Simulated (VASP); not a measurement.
# Nb (Im-3m) in VASP: a series of runs, part 2 of 2

VASP 6.6.1. Earlier steps stand in the parts before.

### Step 3. Single point, PBE

INCAR reads:

```
ALGO = Normal
EDIFF = 1E-6
ENCUT = 520
GGA = PE
ISIF = 2
ISMEAR = -1
LASPH = True
LCHARG = False
LREAL = False
LWAVE = False
NBANDS = 12
NELM = 80
PREC = Accurate
SIGMA = 0.1
```

KPOINTS reads:

```
k-points
0
Gamma
  8 8 8
```

POSCAR reads:

```
Nb
1.0
   -1.6547957147      1.6547957147      1.6547957147
    1.6547957147     -1.6547957147      1.6547957147
    1.6547957147      1.6547957147     -1.6547957147
Nb
1
Direct
    0.0000000000      0.0000000000      0.0000000000
```

Potentials or basis: VASP PAW PBE potentials, release 64 (Nb_sv).

Launch:

```bash
cat potpaw_PBE.64/Nb_sv/POTCAR > POTCAR
mpirun -np 1 vasp_std > vasp.out
```

OUTCAR:

```text
EDIFF = 1E-6
   ENCUT = 520
   GGA = PE
   ISIF = 2
   ISMEAR = -1
   LASPH = True
   LREAL = False
   NELM = 80
   PREC = Accurate

 ion  position               nearest neighbor table
   1  0.000  0.000  0.000-

  LATTYP: Found a body centered cubic cell.
 ALAT       =     3.3095914294

  Lattice vectors:

 A1 = (  -1.6547957147,   1.6547957147,   1.6547957147)
 A2 = (   1.6547957147,  -1.6547957147,   1.6547957147)
 A3 = (   1.6547957147,   1.6547957147,  -1.6547957147)

Analysis of symmetry for initial positions (statically):
=====================================================================
 Subroutine PRICEL returns:
 Original cell was already a primitive cell.

 Routine SETGRP: Setting up the symmetry group for a
 body centered cubic supercell.

 Subroutine GETGRP returns: Found 48 space group operations
 (whereof 48 operations were pure point group operations)
 out of a pool of 48 trial point group operations.

The static configuration has the point symmetry O_h .

Analysis of symmetry for dynamics (positions and initial velocities):
=====================================================================
 Subroutine PRICEL returns:
 Original cell was already a primitive cell.

 Routine SETGRP: Setting up the symmetry group for a
 body centered cubic supercell.

 Subroutine GETGRP returns: Found 48 space group operations
 (whereof 48 operations were pure point group operations)
 out of a pool of 48 trial point group operations.

The dynamic configuration has the point symmetry O_h .

 Subroutine INISYM returns: Found 48 space group operations
 (whereof 48 operations are pure point group operations),
 and found     1 'primitive' translations

----------------------------------------------------------------------------------------

                                     Primitive cell

  volume of cell :      18.1256

  direct lattice vectors                    reciprocal lattice vectors
    -1.654795715  1.654795715  1.654795715     0.000000000  0.302152100  0.302152100
     1.654795715 -1.654795715  1.654795715     0.302152100  0.000000000  0.302152100
     1.654795715  1.654795715 -1.654795715     0.302152100  0.302152100  0.000000000

  length of vectors
     2.866190254  2.866190254  2.866190254     0.427307597  0.427307597  0.427307597

  position of ions in fractional coordinates (direct lattice)
     0.000000000  0.000000000  0.000000000

  ion indices of the primitive-cell ions
   primitive index   ion index
                 1           1

----------------------------------------------------------------------------------------

 KPOINTS: k-points

Automatic generation of k-mesh.
 Grid dimensions read from file:
 generate k-points for:    8    8    8

 Generating k-lattice:

  Cartesian coordinates                     Fractional coordinates (reciprocal lattice)
     0.000000000  0.037769012  0.037769012     0.125000000  0.000000000  0.000000000
     0.037769012  0.000000000  0.037769012     0.000000000  0.125000000  0.000000000
     0.037769012  0.037769012  0.000000000     0.000000000  0.000000000  0.125000000

  Length of vectors
     0.053413450  0.053413450  0.053413450

  Shift w.r.t. Gamma in fractional coordinates (k-lattice)
     0.000000000  0.000000000  0.000000000

 Subroutine IBZKPT returns following result:
 ===========================================

 Found     29 irreducible k-points:

 Following reciprocal coordinates:
            Coordinates               Weight
  0.000000  0.000000  0.000000      1.000000
  0.125000  0.000000  0.000000     12.000000
  0.250000  0.000000  0.000000     12.000000
  0.375000  0.000000  0.000000     12.000000
  0.500000  0.000000  0.000000      6.000000
  0.125000  0.125000  0.000000     24.000000
[... 16 lines left out ...]
 -0.250000  0.250000  0.250000      6.000000
 -0.375000  0.375000  0.250000     24.000000
 [... further k-points ...]
   k-points           NKPTS =     29   k-points in BZ     NKDIM =     29   number of bands    NBANDS=     12
   number of dos      NEDOS =    301   number of ions     NIONS =      1
   total plane-waves  NPLWV =  13824
   dimension x,y,z NGX =    24 NGY =   24 NGZ =   24
   dimension x,y,z NGXF=    48 NGYF=   48 NGZF=   48
   ions per type =               1
   NGX,Y,Z   is equivalent  to a cutoff of  13.92, 13.92, 13.92 a.u.
   NGXF,Y,Z  is equivalent  to a cutoff of  27.84, 27.84, 27.84 a.u.
 SYSTEM =  unknown system
   PREC   = accura    normal or accurate (medium, high low for compatibility)
   ISTART =      0    job   : 0-new  1-cont  2-samecut
   ICHARG =      2    charge: 1-file 2-atom 10-const
   ISPIN  =      1    spin polarized calculation?
   LNONCOLLINEAR =      F non collinear calculations
   LSORBIT =      F    spin-orbit coupling
   LASPH  =      T    aspherical Exc in radial PAW
   ENCUT  =  520.0 eV  38.22 Ry    6.18 a.u.   5.33  5.33  5.33*2*pi/ulx,y,z
   NELM   =     80;   NELMIN=  2; NELMDL= -5     # of ELM steps
   EDIFF  = 0.1E-05   stopping-criterion for ELM
   LREAL  =      F    real-space projection
   EDIFFG = 0.1E-04   stopping-criterion for IOM
   NSW    =      0    number of steps for IOM
   IBRION =     -1    ionic relax: 0-MD 1-quasi-New 2-CG
   NFREE  =      0    steps in history (QN), initial steepest desc. (CG)
   ISIF   =      2    stress and relaxation
   ISYM   =      2    0-nonsym 1-usesym 2-fastsym
   POTIM  = 0.5000    time-step for ionic-motion
   TEBEG  =    0.0;   TEEND  =   0.0 temperature during run
   PSTRESS=    0.0 pullay stress
   NELECT =      13.0000    total number of electrons
   NUPDOWN=      -1.0000    fix difference up-down
   EMIN   =  10.00;   EMAX   =-10.00  energy-range for DOS
   EFERMI =   0.00;   METHOD = LEGACY
   ISMEAR =    -1;   SIGMA  =   0.10  broadening in eV -4-tet -1-fermi 0-gaus
   EFERMI_NEDOS =   21; number of points for ismear=-14 and -15
   IALGO  =     38    algorithm
   IMIX   =      4    mixing-type and parameters
     AMIX     =   0.40;   BMIX     =  1.00
     AMIX_MAG =   1.60;   BMIX_MAG =  1.00
  volume/ion in A,a.u.               =      18.13       122.32
  Fermi-wavevector in a.u.,A,eV,Ry     =   1.465407  2.769217 29.217387  2.147417
  Thomas-Fermi vector in A             =   2.581267
   LORBIT       =      0    0 simple, 1 ext, 2 COOP (PROOUT), +10 PAW based schemes
   GGA     = PE    functional components
   LHFCALC =     F    Hartree Fock is set to
   AEXX    =    0.0000 exact exchange contribution
   IVDW    =     0    specifies the selected vdW correction
   LEPSILON=     F    determine dielectric tensor
   LRPA    =     F    only Hartree local field effects (RPA)
 non-spin polarized calculation
  energy-cutoff  :      520.00
  volume of cell :       18.13
 maximum number of plane-waves:       496
 NGX is ok and might be reduce to    24
   NGX = 11   NGY = 11   NGZ = 11

 number of electron      13.0000000 magnetization

 Free energy of the ion-electron system (eV)
  ---------------------------------------------------
  ext. energy  EPLUGINS =         0.00000000
  ---------------------------------------------------
  free energy    TOTEN  =       -10.26476906 eV

  energy without entropy =      -10.22126704  energy(sigma->0) =      -10.24301805

 E-fermi :  11.0222     XC(G=0): -12.4700

 val. band max:       10.9831187529   @ k =   0.2500   0.0000   0.0000
 cond. band min:      11.0838385425   @ k =   0.1250   0.0000   0.0000
 fundamental gap:      0.1007197896
 Fermi energy:        11.0221842821

 k-point     1 :       0.0000    0.0000    0.0000
  band No.  band energies     occupation
      1     -43.3027      2.00000
      2     -18.6119      2.00000
      3     -18.6119      2.00000
      4     -18.6119      2.00000
      5       5.1549      2.00000
      6      11.4499      0.02739
      7      11.4499      0.02739
      8      11.4499      0.02739
      9      14.3389      0.00000
     10      14.3389      0.00000
     11      25.2932      0.00000
     12      25.2932      0.00000
[... 331 lines left out ...]
 k-point    24 :      -0.3750    0.3750    0.2500
  band No.  band energies     occupation
      1     -43.0109      2.00000
      2     -19.5980      2.00000
      3     -19.2177      2.00000
      4     -19.0996      2.00000
      5       8.7269      2.00000
      6       9.2376      2.00000
      7      12.0409      0.00008
      8      12.7884      0.00000
      9      15.5195      0.00000
     10      16.8615      0.00000
     11      24.7867      0.00000
     12      26.6335      0.00000

 [... further k-points ...]

------------------------ aborting loop because EDIFF is reached ----------------------------------------

  FORCE on cell =-STRESS in cart. coord.  units (eV):
  Direction    XX          YY          ZZ          XY          YZ          ZX
  --------------------------------------------------------------------------------------
  -------------------------------------------------------------------------------------
  Total        0.0211043      0.0211043      0.0211043      0.0000000      0.0000000     -0.0000000
  in kB        1.8654726      1.8654726      1.8654726      0.0000000      0.0000000     -0.0000000
  external PRESSURE =       1.8654726 kB  Pullay stress =       0.0000000 kB

 VOLUME and BASIS-vectors are now :
 -----------------------------------------------------------------------------
  energy-cutoff  :      520.00
  volume of cell :       18.13
      direct lattice vectors                 reciprocal lattice vectors
    -1.654795715  1.654795715  1.654795715     0.000000000  0.302152100  0.302152100
     1.654795715 -1.654795715  1.654795715     0.302152100  0.000000000  0.302152100
     1.654795715  1.654795715 -1.654795715     0.302152100  0.302152100  0.000000000

 POSITION                                       TOTAL-FORCE (eV/Angst)
 -----------------------------------------------------------------------------------
      0.00000      0.00000      0.00000        -0.000000      0.000000      0.000000
 -----------------------------------------------------------------------------------
    total drift:                                0.000000      0.000000     -0.000000

  FREE ENERGIE OF THE ION-ELECTRON SYSTEM (eV)
  ---------------------------------------------------
  free  energy   TOTEN  =       -10.2647690600 eV

  energy  without entropy=      -10.2212670448  energy(sigma->0) =      -10.24301805
```

OSZICAR:

```text
N       E                     dE             d eps       ncg     rms          rms(c)
DAV:   1     0.117719244487E+03    0.11772E+03   -0.72868E+03   696   0.110E+03
DAV:   2    -0.612487763613E+01   -0.12384E+03   -0.11909E+03   752   0.390E+02
DAV:   3    -0.104176326455E+02   -0.42928E+01   -0.40507E+01  1004   0.646E+01
DAV:   4    -0.106853052925E+02   -0.26767E+00   -0.26582E+00   968   0.150E+01
DAV:   5    -0.106954135555E+02   -0.10108E-01   -0.10104E-01   976   0.230E+00    0.706E+00
DAV:   6    -0.103061956724E+02    0.38922E+00   -0.59531E-01  1120   0.980E+00    0.247E+00
DAV:   7    -0.102593692089E+02    0.46826E-01   -0.18819E-01  1148   0.549E+00    0.981E-01
DAV:   8    -0.102646934582E+02   -0.53242E-02   -0.12606E-02   828   0.149E+00    0.432E-02
DAV:   9    -0.102647562509E+02   -0.62793E-04   -0.97069E-04  1136   0.297E-01    0.426E-02
DAV:  10    -0.102647757513E+02   -0.19500E-04   -0.26419E-05   820   0.674E-02    0.136E-02
DAV:  11    -0.102647692224E+02    0.65288E-05   -0.55011E-06   904   0.391E-02    0.227E-03
DAV:  12    -0.102647690600E+02    0.16246E-06   -0.13606E-07   504   0.451E-03
   1 F= -.10264769E+02 E0= -.10243018E+02  d E =-.435020E-01
```

stdout:

```text
POSCAR found type information on POSCAR Nb
 POSCAR found :  1 types and       1 ions
 scaLAPACK will be used
 LDA part: xc-table for (Slater+PW92), standard interpolation
 POSCAR, INCAR and KPOINTS ok, starting setup
 FFT: planning ... GRIDC
 FFT: planning ... GRID_SOFT
 FFT: planning ... GRID
 WAVECAR not read
 entering main loop
```

Run time: 3.6 s. Hardware: 1 thread of Intel Xeon 6975P-C, shared host; peak memory 0.14 GiB.

Results:

| Item | Value |
| --- | --- |
| Free energy | -10.2648 eV |
| Pressure | 0.2 GPa |

Levels at points of the mesh, in eV from the Fermi level:
```
           k point  band 3  band 4  band 5  band 6  band 7  band 8  band 9  band 10
(0.00, 0.00, 0.00)  -29.63  -29.63   -5.87    0.43    0.43    0.43    3.32     3.32
(0.50, 0.00, 0.00)  -30.05  -29.65   -3.63   -1.58    2.32    3.34    4.02     6.38
(0.50, 0.50, 0.50)  -30.54  -30.54   -3.62   -3.62    5.62    5.62    5.62     9.09
```

### Step 4. Single point, PBE

INCAR reads:

```
SYSTEM = Nb
ALGO = Normal
EDIFF = 1E-7
ENCUT = 520
GGA = PE
ISIF = 2
ISMEAR = -1
LASPH = .TRUE.
LCHARG = .FALSE.
LREAL = .FALSE.
LWAVE = .FALSE.
NBANDS = 12
NELM = 100
PREC = Accurate
SIGMA = 0.1
```

KPOINTS reads:

```
k-points
0
G
  11 11 11
  0 0 0
```

POSCAR is that of step 3.

Launch:

```bash
cat potpaw_PBE.64/Nb_sv/POTCAR > POTCAR
mpirun -np 1 vasp_std > vasp.out
```

It took 7.3 s on 1 thread of Intel Xeon 6975P-C, shared host; peak memory 0.14 GiB.

It converged, with:

* Free energy: -10.2365 eV
* Pressure: 0.4 GPa

Levels at points of the mesh, in eV from the Fermi level:
| k point | band 4 | band 5 | band 6 | band 7 | band 8 | band 9 |
| --- | --- | --- | --- | --- | --- | --- |
| (0.00, 0.00, 0.00) | -29.68 | -5.93 | 0.38 | 0.38 | 0.38 | 3.26 |

### Step 5. Overview

| k mesh | gap on the mesh (eV) | pressure (GPa) |
| --- | --- | --- |
| 6 × 6 × 6 | none | -2.3 |
| 8 × 8 × 8 | none | 0.2 |
| 11 × 11 × 11 | none | 0.4 |

Alike in all rows: task single point; level PBE; potentials or basis VASP PAW PBE potentials, release 64 (Nb_sv); no spin polarisation; cell as given; cutoff (eV) 520; smearing fermi-dirac 0.1 eV.

Caveats: some runs use coarse meshes.

Total energies depend on the potentials used, so only differences within one code and one set of settings carry meaning.
